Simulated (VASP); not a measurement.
# H (Fmmm) in VASP: a series of runs

Runs on H. Level: PBE. Tasks: single point.

Everything below comes from runs of VASP 6.6.1. Logs are shortened: lines on timing, memory, paths and dates and some standing lists are left out, and cuts for length are marked.

### Step 1. The cell of the first run

The structure is orthorhombic, space group Fmmm (No. 69). Conventional cell: a = 4.571 Å, b = 5.194 Å, c = 5.299 Å, α = 90.00°, β = 90.00°, γ = 90.00°. H (site symmetry 2mm) has 1 H at 0.75 Å within 1.0 Å.

### Step 2. Single point, PBE (strain -0.0200 x Voigt [0, 0, 0, 0, 0, 1])

INCAR

```
SYSTEM = H
  PREC = Accurate
  ENCUT = 520
  EDIFF = 1E-7
  ISMEAR = 0
  SIGMA = 0.05
  LREAL = .FALSE.
  LASPH = .TRUE.
  NELM = 100
  ALGO = Normal
  ISIF = 2
  LWAVE = .FALSE.
  LCHARG = .FALSE.
  GGA = PE
  NBANDS = 8
```

KPOINTS

```
regular mesh
0
G
  8 8 8
  0 0 0
```

POSCAR

```
H
1.0
   -1.8734163142      1.8734163142      2.2855640979
    1.8734163142     -1.8734163142      2.2855640979
    1.8363189614      1.8363189614     -2.2855640979
H
2
Direct
    0.9178910720      0.9178910720      0.0000000000
    0.0821089280      0.0821089280      0.0000000000
```

Potentials or basis: VASP PAW PBE potentials, release 64 (H).

Launch:

```
cat potpaw_PBE.64/H/POTCAR > POTCAR
mpirun -np 1 vasp_std > vasp.out
```

OUTCAR:

```text
SYSTEM = H
   PREC = Accurate
   ENCUT = 520
   EDIFF = 1E-7
   ISMEAR = 0
   LREAL = .FALSE.
   LASPH = .TRUE.
   NELM = 100
   ISIF = 2
   GGA = PE

 ion  position               nearest neighbor table
   1  0.918  0.918  0.000-   2 0.75
   2  0.082  0.082  0.000-   1 0.75

  LATTYP: Found a face centered orthorhombic cell.
 ALAT       =     4.5711281958
 B/A-ratio  =     1.1362390503
 C/A-ratio  =     1.1591933746

  Lattice vectors:

 A1 = (  -0.0370973528,   3.7097352756,   0.0000000000)
 A2 = (  -1.8734163142,   1.8734163142,   2.2855640979)
 A3 = (   1.8363189614,   1.8363189614,   2.2855640979)

Analysis of symmetry for initial positions (statically):
=====================================================================
 Subroutine PRICEL returns:
 Original cell was already a primitive cell.

 Routine SETGRP: Setting up the symmetry group for a
 face centered orthorhombic supercell.

 Subroutine GETGRP returns: Found  8 space group operations
 (whereof  8 operations were pure point group operations)
 out of a pool of  8 trial point group operations.

The static configuration has the point symmetry D_2h.

Analysis of symmetry for dynamics (positions and initial velocities):
=====================================================================
 Subroutine PRICEL returns:
 Original cell was already a primitive cell.

 Routine SETGRP: Setting up the symmetry group for a
 face centered orthorhombic supercell.

 Subroutine GETGRP returns: Found  8 space group operations
 (whereof  8 operations were pure point group operations)
 out of a pool of  8 trial point group operations.

The dynamic configuration has the point symmetry D_2h.

 Subroutine INISYM returns: Found  8 space group operations
 (whereof  8 operations are pure point group operations),
 and found     1 'primitive' translations

----------------------------------------------------------------------------------------

                                     Primitive cell

  volume of cell :      31.4511

  direct lattice vectors                    reciprocal lattice vectors
    -1.873416314  1.873416314  2.285564098     0.002695880  0.269587972  0.218764374
     1.873416314 -1.873416314  2.285564098     0.269587972  0.002695880  0.218764374
     1.836318961  1.836318961 -2.285564098     0.272283852  0.272283852  0.000000000

  length of vectors
     3.499025667  3.499025667  3.459470755     0.347192733  0.347192733  0.385067516

  position of ions in fractional coordinates (direct lattice)
     0.917891072  0.917891072  0.000000000
     0.082108928  0.082108928  0.000000000

  ion indices of the primitive-cell ions
   primitive index   ion index
                 1           1
                 2           2

----------------------------------------------------------------------------------------

 KPOINTS: regular mesh

Automatic generation of k-mesh.
 Grid dimensions read from file:
 generate k-points for:    8    8    8

 Generating k-lattice:

  Cartesian coordinates                     Fractional coordinates (reciprocal lattice)
     0.000336985  0.033698497  0.027345547     0.125000000  0.000000000 -0.000000000
     0.033698497  0.000336985  0.027345547     0.000000000  0.125000000 -0.000000000
     0.034035481  0.034035481  0.000000000     0.000000000  0.000000000  0.125000000

  Length of vectors
     0.043399092  0.043399092  0.048133440

  Shift w.r.t. Gamma in fractional coordinates (k-lattice)
     0.000000000  0.000000000  0.000000000

 Subroutine IBZKPT returns following result:
 ===========================================

 Found     95 irreducible k-points:

 Following reciprocal coordinates:
            Coordinates               Weight
  0.000000  0.000000  0.000000      1.000000
  0.125000 -0.000000 -0.000000      8.000000
  0.250000 -0.000000 -0.000000      8.000000
  0.375000  0.000000 -0.000000      8.000000
  0.500000 -0.000000 -0.000000      4.000000
  0.125000  0.125000  0.000000      4.000000
[... 16 lines left out ...]
  0.125000  0.000000  0.125000      8.000000
  0.250000  0.000000  0.125000      8.000000
 [... further k-points ...]
   k-points           NKPTS =     95   k-points in BZ     NKDIM =     95   number of bands    NBANDS=      8
   number of dos      NEDOS =    301   number of ions     NIONS =      2
   total plane-waves  NPLWV =  21952
   dimension x,y,z NGX =    28 NGY =   28 NGZ =   28
   dimension x,y,z NGXF=    56 NGYF=   56 NGZF=   56
   ions per type =               2
   NGX,Y,Z   is equivalent  to a cutoff of  13.30, 13.30, 13.46 a.u.
   NGXF,Y,Z  is equivalent  to a cutoff of  26.61, 26.61, 26.91 a.u.
 SYSTEM =  H
   PREC   = accura    normal or accurate (medium, high low for compatibility)
   ISTART =      0    job   : 0-new  1-cont  2-samecut
   ICHARG =      2    charge: 1-file 2-atom 10-const
   ISPIN  =      1    spin polarized calculation?
   LNONCOLLINEAR =      F non collinear calculations
   LSORBIT =      F    spin-orbit coupling
   LASPH  =      T    aspherical Exc in radial PAW
   ENCUT  =  520.0 eV  38.22 Ry    6.18 a.u.   6.51  6.51  6.43*2*pi/ulx,y,z
   NELM   =    100;   NELMIN=  2; NELMDL= -5     # of ELM steps
   EDIFF  = 0.1E-06   stopping-criterion for ELM
   LREAL  =      F    real-space projection
   EDIFFG = 0.1E-05   stopping-criterion for IOM
   NSW    =      0    number of steps for IOM
   IBRION =     -1    ionic relax: 0-MD 1-quasi-New 2-CG
   NFREE  =      0    steps in history (QN), initial steepest desc. (CG)
   ISIF   =      2    stress and relaxation
   ISYM   =      2    0-nonsym 1-usesym 2-fastsym
   POTIM  = 0.5000    time-step for ionic-motion
   TEBEG  =    0.0;   TEEND  =   0.0 temperature during run
   PSTRESS=    0.0 pullay stress
   NELECT =       2.0000    total number of electrons
   NUPDOWN=      -1.0000    fix difference up-down
   EMIN   =  10.00;   EMAX   =-10.00  energy-range for DOS
   EFERMI =   0.00;   METHOD = LEGACY
   ISMEAR =     0;   SIGMA  =   0.05  broadening in eV -4-tet -1-fermi 0-gaus
   EFERMI_NEDOS =   21; number of points for ismear=-14 and -15
   IALGO  =     38    algorithm
   IMIX   =      4    mixing-type and parameters
     AMIX     =   0.40;   BMIX     =  1.00
     AMIX_MAG =   1.60;   BMIX_MAG =  1.00
  volume/ion in A,a.u.               =      15.73       106.12
  Fermi-wavevector in a.u.,A,eV,Ry     =   0.653441  1.234824  5.809481  0.426985
  Thomas-Fermi vector in A             =   1.723681
   LORBIT       =      0    0 simple, 1 ext, 2 COOP (PROOUT), +10 PAW based schemes
   GGA     = PE    functional components
   LHFCALC =     F    Hartree Fock is set to
   AEXX    =    0.0000 exact exchange contribution
   IVDW    =     0    specifies the selected vdW correction
   LEPSILON=     F    determine dielectric tensor
   LRPA    =     F    only Hartree local field effects (RPA)
 non-spin polarized calculation
 Gauss-broadening in eV      SIGMA  =   0.05
  energy-cutoff  :      520.00
  volume of cell :       31.45
 maximum number of plane-waves:       862
 NGX is ok and might be reduce to    28
   NGX = 13   NGY = 13   NGZ = 13

 number of electron       1.9999999 magnetization

 Free energy of the ion-electron system (eV)
  ---------------------------------------------------
  ext. energy  EPLUGINS =         0.00000000
  ---------------------------------------------------
  free energy    TOTEN  =        -6.78983734 eV

  energy without entropy =       -6.78983734  energy(sigma->0) =       -6.78983734

 E-fermi :  -8.5565     XC(G=0):  -4.6578

 val. band max:       -8.8266711205   @ k =   0.5000   0.5000   0.5000
 cond. band min:       0.4482866682   @ k =   0.5000  -0.0000  -0.0000
 fundamental gap:      9.2749577887
 Fermi energy:        -8.5564630346

 k-point     1 :       0.0000    0.0000    0.0000
  band No.  band energies     occupation
      1     -10.2393      2.00000
      2       3.2990      0.00000
      3       6.8735      0.00000
      4      12.2092      0.00000
      5      12.2719      0.00000
      6      14.1971      0.00000
      7      14.2724      0.00000
      8      15.4110      0.00000

 k-point     2 :       0.1250   -0.0000   -0.0000
  band No.  band energies     occupation
      1     -10.1196      2.00000
      2       2.8137      0.00000
      3       7.0385      0.00000
      4      10.9429      0.00000
      5      11.4579      0.00000
      6      14.3726      0.00000
      7      14.7585      0.00000
      8      15.2888      0.00000

 k-point     3 :       0.2500   -0.0000   -0.0000
  band No.  band energies     occupation
      1      -9.8089      2.00000
      2       1.7867      0.00000
      3       7.1616      0.00000
      4       9.1809      0.00000
      5      10.5164      0.00000
      6      13.6592      0.00000
      7      14.5259      0.00000
      8      15.8170      0.00000

 k-point     4 :       0.3750    0.0000   -0.0000
  band No.  band energies     occupation
      1      -9.4602      2.00000
      2       0.8369      0.00000
      3       6.8755      0.00000
      4       8.4103      0.00000
      5       9.9459      0.00000
      6      12.7233      0.00000
      7      14.0484      0.00000
      8      15.5096      0.00000

 k-point     5 :       0.5000   -0.0000   -0.0000
  band No.  band energies     occupation
      1      -9.3015      2.00000
      2       0.4483      0.00000
      3       6.6480      0.00000
      4       8.2827      0.00000
      5       9.7622      0.00000
      6      12.3867      0.00000
      7      14.3442      0.00000
      8      14.5181      0.00000
[... 177 lines left out ...]
 k-point    22 :       0.0000    0.0000    0.1250
  band No.  band energies     occupation
      1     -10.0956      2.00000
      2       3.0098      0.00000
      3       6.3371      0.00000
      4      11.1615      0.00000
      5      12.5245      0.00000
      6      12.5440      0.00000
      7      14.2161      0.00000
      8      15.2864      0.00000

 k-point    23 :       0.1250    0.0000    0.1250
  band No.  band energies     occupation
      1      -9.8617      2.00000
      2       2.3657      0.00000
      3       6.0811      0.00000
      4       9.4678      0.00000
      5      11.4529      0.00000
      6      13.1173      0.00000
      7      13.3221      0.00000
      8      15.7859      0.00000

 k-point    24 :       0.2500    0.0000    0.1250
  band No.  band energies     occupation
      1      -9.5245      2.00000
      2       1.4174      0.00000
      3       5.8450      0.00000
      4       8.2381      0.00000
      5      10.4479      0.00000
      6      12.4539      0.00000
      7      14.9545      0.00000
      8      15.4829      0.00000

 [... further k-points ...]
[... 5 lines left out ...]
  --------------------------------------------------------------------------------------
  -------------------------------------------------------------------------------------
  Total       -0.0254931     -0.0254931     -0.0375532      0.0008585     -0.0000000     -0.0000000
  in kB       -1.2986647     -1.2986647     -1.9130320      0.0437339     -0.0000000     -0.0000000
  external PRESSURE =      -1.5034538 kB  Pullay stress =       0.0000000 kB

 VOLUME and BASIS-vectors are now :
 -----------------------------------------------------------------------------
  energy-cutoff  :      520.00
  volume of cell :       31.45
      direct lattice vectors                 reciprocal lattice vectors
    -1.873416314  1.873416314  2.285564098     0.002695880  0.269587972  0.218764374
     1.873416314 -1.873416314  2.285564098     0.269587972  0.002695880  0.218764374
     1.836318961  1.836318961 -2.285564098     0.272283852  0.272283852  0.000000000

 POSITION                                       TOTAL-FORCE (eV/Angst)
 -----------------------------------------------------------------------------------
      0.00000      0.00000      4.19580         0.000000      0.000000      0.008778
      0.00000      0.00000      0.37533        -0.000000     -0.000000     -0.008778
 -----------------------------------------------------------------------------------
    total drift:                                0.000000      0.000000     -0.000000

  FREE ENERGIE OF THE ION-ELECTRON SYSTEM (eV)
  ---------------------------------------------------
  free  energy   TOTEN  =        -6.7898373372 eV

  energy  without entropy=       -6.7898373372  energy(sigma->0) =       -6.78983734
```

It took 35 s on 1 thread of AMD EPYC 7R43 (Zen 3), shared host; peak memory 0.11 GiB.

Results:

| Property | Result |
| --- | --- |
| Free energy | -6.7898 eV |
| Pressure | -0.2 GPa |
| Largest force | 0.009 eV/Å |
| Band gap on the k mesh | 9.28 eV, indirect (least direct gap 9.75 eV) |

Forces in eV/Å, atoms in the order of the input:
```
H    0.000  0.000  0.009
H    0.000  0.000 -0.009
```

Caveat: the cell differs from its parent crystal (strain -0.0200 x Voigt [0, 0, 0, 0, 0, 1]). A k mesh can miss the band edges.

(Continued in part 2 of 2.)
